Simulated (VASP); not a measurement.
# Ba (Pm-3m) in VASP: a series of runs

The runs below take Ba through single point, with PBE, PBEsol+D3(BJ).

Program: VASP 6.6.1. These are calculated values, not measurements. Logs are shortened: lines on timing, memory, paths and dates and some standing lists are left out, and cuts for length are marked.

**1. The cell of the first run**

Symmetry: Pm-3m, No. 221, cubic system. The conventional cell has a = 3.637 Å, b = 3.637 Å, c = 3.637 Å, α = 90.00°, β = 90.00°, γ = 90.00°. Ba (site symmetry m-3m) has 6 Ba at 3.64 Å within 4.8 Å.

**2. Single point, PBE (volume scaled by 0.8)**

File INCAR:

```
  PREC = Accurate
  ENCUT = 520
  EDIFF = 1E-7
  ISMEAR = 0
  SIGMA = 0.05
  LREAL = F
  LASPH = T
  NELM = 60
  ALGO = Normal
  ISIF = 2
  LWAVE = F
  LCHARG = F
  GGA = PE
  NBANDS = 11
```

File KPOINTS:

```
Automatic mesh
0
Gamma
  7 7 7
```

File POSCAR:

```
Ba
1.0
    3.6368867978      0.0000000000      0.0000000000
    0.0000000000      3.6368867978      0.0000000000
    0.0000000000      0.0000000000      3.6368867978
Ba
1
Direct
    0.0000000000      0.0000000000      0.0000000000
```

Potentials or basis: VASP PAW PBE potentials, release 64 (Ba_sv).

Command:

```sh
> cat potpaw_PBE.64/Ba_sv/POTCAR > POTCAR
> mpirun -np 1 vasp_std > vasp.out
```

OUTCAR:

```text
PREC = Accurate
   ENCUT = 520
   EDIFF = 1E-7
   ISMEAR = 0
   LREAL = F
   LASPH = T
   NELM = 60
   ISIF = 2
   GGA = PE

 ion  position               nearest neighbor table
   1  0.000  0.000  0.000-

  LATTYP: Found a simple cubic cell.
 ALAT       =     3.6368867978

  Lattice vectors:

 A1 = (   3.6368867978,   0.0000000000,   0.0000000000)
 A2 = (   0.0000000000,   3.6368867978,   0.0000000000)
 A3 = (   0.0000000000,   0.0000000000,   3.6368867978)

Analysis of symmetry for initial positions (statically):
=====================================================================
 Subroutine PRICEL returns:
 Original cell was already a primitive cell.

 Routine SETGRP: Setting up the symmetry group for a
 simple cubic supercell.

 Subroutine GETGRP returns: Found 48 space group operations
 (whereof 48 operations were pure point group operations)
 out of a pool of 48 trial point group operations.

The static configuration has the point symmetry O_h .

Analysis of symmetry for dynamics (positions and initial velocities):
=====================================================================
 Subroutine PRICEL returns:
 Original cell was already a primitive cell.

 Routine SETGRP: Setting up the symmetry group for a
 simple cubic supercell.

 Subroutine GETGRP returns: Found 48 space group operations
 (whereof 48 operations were pure point group operations)
 out of a pool of 48 trial point group operations.

The dynamic configuration has the point symmetry O_h .

 Subroutine INISYM returns: Found 48 space group operations
 (whereof 48 operations are pure point group operations),
 and found     1 'primitive' translations

----------------------------------------------------------------------------------------

                                     Primitive cell

  volume of cell :      48.1049

  direct lattice vectors                    reciprocal lattice vectors
     3.636886798  0.000000000  0.000000000     0.274960442  0.000000000  0.000000000
     0.000000000  3.636886798  0.000000000     0.000000000  0.274960442  0.000000000
     0.000000000  0.000000000  3.636886798     0.000000000  0.000000000  0.274960442

  length of vectors
     3.636886798  3.636886798  3.636886798     0.274960442  0.274960442  0.274960442

  position of ions in fractional coordinates (direct lattice)
     0.000000000  0.000000000  0.000000000
[... 75 lines left out ...]
   IBRION =     -1    ionic relax: 0-MD 1-quasi-New 2-CG
   NFREE  =      0    steps in history (QN), initial steepest desc. (CG)
   ISIF   =      2    stress and relaxation
   ISYM   =      2    0-nonsym 1-usesym 2-fastsym
   POTIM  = 0.5000    time-step for ionic-motion
   TEBEG  =    0.0;   TEEND  =   0.0 temperature during run
   PSTRESS=    0.0 pullay stress
   NELECT =      10.0000    total number of electrons
   NUPDOWN=      -1.0000    fix difference up-down
   EMIN   =  10.00;   EMAX   =-10.00  energy-range for DOS
   EFERMI =   0.00;   METHOD = LEGACY
   ISMEAR =     0;   SIGMA  =   0.05  broadening in eV -4-tet -1-fermi 0-gaus
   EFERMI_NEDOS =   21; number of points for ismear=-14 and -15
   IALGO  =     38    algorithm
   IMIX   =      4    mixing-type and parameters
     AMIX     =   0.40;   BMIX     =  1.00
     AMIX_MAG =   1.60;   BMIX_MAG =  1.00
  volume/ion in A,a.u.               =      48.10       324.63
  Fermi-wavevector in a.u.,A,eV,Ry     =   0.969792  1.832640 12.796219  0.940496
  Thomas-Fermi vector in A             =   2.099873
   LORBIT       =      0    0 simple, 1 ext, 2 COOP (PROOUT), +10 PAW based schemes
   GGA     = PE    functional components
   LHFCALC =     F    Hartree Fock is set to
   AEXX    =    0.0000 exact exchange contribution
   IVDW    =     0    specifies the selected vdW correction
   LEPSILON=     F    determine dielectric tensor
   LRPA    =     F    only Hartree local field effects (RPA)
 non-spin polarized calculation
 Gauss-broadening in eV      SIGMA  =   0.05
  energy-cutoff  :      520.00
  volume of cell :       48.10
 maximum number of plane-waves:      1309
 NGX is ok and might be reduce to    28
   NGX = 13   NGY = 13   NGZ = 13

 number of electron      10.0000002 magnetization

 Free energy of the ion-electron system (eV)
  ---------------------------------------------------
  ext. energy  EPLUGINS =         0.00000000
  ---------------------------------------------------
  free energy    TOTEN  =        -1.48838200 eV

  energy without entropy =       -1.48708491  energy(sigma->0) =       -1.48773345

 E-fermi :   2.5667     XC(G=0):  -8.3086

 val. band max:        2.5537403078   @ k =   0.1429   0.0000   0.0000
 cond. band min:       2.6138846385   @ k =   0.4286   0.1429   0.1429
 fundamental gap:      0.0601443306
 Fermi energy:         2.5666889025

 k-point     1 :       0.0000    0.0000    0.0000
  band No.  band energies     occupation
      1     -26.3650      2.00000
      2     -10.8786      2.00000
      3     -10.8786      2.00000
      4     -10.8786      2.00000
      5       0.0213      2.00000
      6       2.4344      1.99982
      7       2.4344      1.99982
      8       8.7617      0.00000
      9       8.7617      0.00000
     10       8.7617      0.00000
     11      11.7286      0.00000
[... 253 lines left out ...]
 k-point    20 :       0.4286    0.4286    0.4286
  band No.  band energies     occupation
      1     -25.9563      2.00000
      2     -11.8079      2.00000
      3     -11.7976      2.00000
      4     -11.7976      2.00000
      5       2.2184      2.00000
      6       2.4675      1.99498
      7       2.4675      1.99498
      8       7.2846      0.00000
      9       9.4841      0.00000
     10       9.4841      0.00000
     11      10.6654      0.00000

------------------------ aborting loop because EDIFF is reached ----------------------------------------

  FORCE on cell =-STRESS in cart. coord.  units (eV):
  Direction    XX          YY          ZZ          XY          YZ          ZX
  --------------------------------------------------------------------------------------
  -------------------------------------------------------------------------------------
  Total        0.8023572      0.8023572      0.8023572      0.0000000      0.0000000     -0.0000000
  in kB       26.7232315     26.7232315     26.7232315      0.0000000      0.0000000     -0.0000000
  external PRESSURE =      26.7232315 kB  Pullay stress =       0.0000000 kB

 VOLUME and BASIS-vectors are now :
 -----------------------------------------------------------------------------
  energy-cutoff  :      520.00
  volume of cell :       48.10
      direct lattice vectors                 reciprocal lattice vectors
     3.636886798  0.000000000  0.000000000     0.274960442  0.000000000  0.000000000
     0.000000000  3.636886798  0.000000000     0.000000000  0.274960442  0.000000000
     0.000000000  0.000000000  3.636886798     0.000000000  0.000000000  0.274960442

 POSITION                                       TOTAL-FORCE (eV/Angst)
 -----------------------------------------------------------------------------------
      0.00000      0.00000      0.00000         0.000000      0.000000      0.000000
 -----------------------------------------------------------------------------------
    total drift:                               -0.000000     -0.000000     -0.000000

  FREE ENERGIE OF THE ION-ELECTRON SYSTEM (eV)
  ---------------------------------------------------
  free  energy   TOTEN  =        -1.4883819968 eV

  energy  without entropy=       -1.4870849113  energy(sigma->0) =       -1.48773345
```

stdout:

```text
POSCAR found type information on POSCAR Ba
 POSCAR found :  1 types and       1 ions
 scaLAPACK will be used
 LDA part: xc-table for (Slater+PW92), standard interpolation
 POSCAR, INCAR and KPOINTS ok, starting setup
 FFT: planning ... GRIDC
 FFT: planning ... GRID_SOFT
 FFT: planning ... GRID
 WAVECAR not read
 entering main loop
```

Wall time 4.9 s (1 thread of Intel Xeon Platinum 8488C (Sapphire Rapids), shared host); peak memory 0.15 GiB.

What came out:

```yaml
Free_energy: -1.4884 eV
Pressure: 2.7 GPa
Band_gap_on_the_k_mesh: zero (band 5 reaches 2.61 eV, above the bottom of band 6 at 2.43 eV)
```

Caveat: spin-orbit coupling is left out, which moves the levels of the heavy elements.

**3. Single point, PBEsol+D3(BJ), non-collinear spin, zero start, spin-orbit coupling (volume scaled by 0.96)**

File INCAR:

```
ALGO = Fast ; EDIFF = 1E-7
ENCUT = 520 ; GGA = PS
GGA_COMPAT = False ; ISIF = 2
ISMEAR = 0 ; IVDW = 12
LASPH = True ; LCHARG = True
LORBIT = 11 ; LORBMOM = True
LREAL = False ; LSORBIT = True
LVHAR = True ; LWAVE = False
MAGMOM = 0 0 0 ; NBANDS = 21
NELM = 150 ; PREC = Accurate
SIGMA = 0.01
```

File KPOINTS:

```
k-points
0
Gamma
  7 7 7
```

File POSCAR:

```
Ba
1.0
    3.5877336535      0.0000000000      0.0000000000
    0.0000000000      3.5877336535      0.0000000000
    0.0000000000      0.0000000000      3.5877336535
Ba
1
Direct
    0.0000000000      0.0000000000      0.0000000000
```

Potentials or basis: VASP PAW PBE potentials, release 64 (Ba_sv).

Command:

```sh
> cat potpaw_PBE.64/Ba_sv/POTCAR > POTCAR
> mpirun -np 1 vasp_ncl > vasp.out
```

Run time: 35 s. Hardware: 1 thread of Intel Xeon Platinum 8488C (Sapphire Rapids), shared host; peak memory 0.25 GiB.

Results (log left out):

```yaml
Free_energy: -2.3392 eV
Pressure: 0.7 GPa
Net_moment: 0.00 μB per cell
Valence_electrons_inside_the_program's_atomic_spheres: Ba 8.04
Dispersion_energy_per_atom: -0.346 eV
```

Moments on the atoms (μB; x, y, z):
```
Ba  0.00 0.00 0.00
```

Caveat: the PAW data sets were made with another functional, which shifts forces and pressure a little.

[end of part 1 of 2]
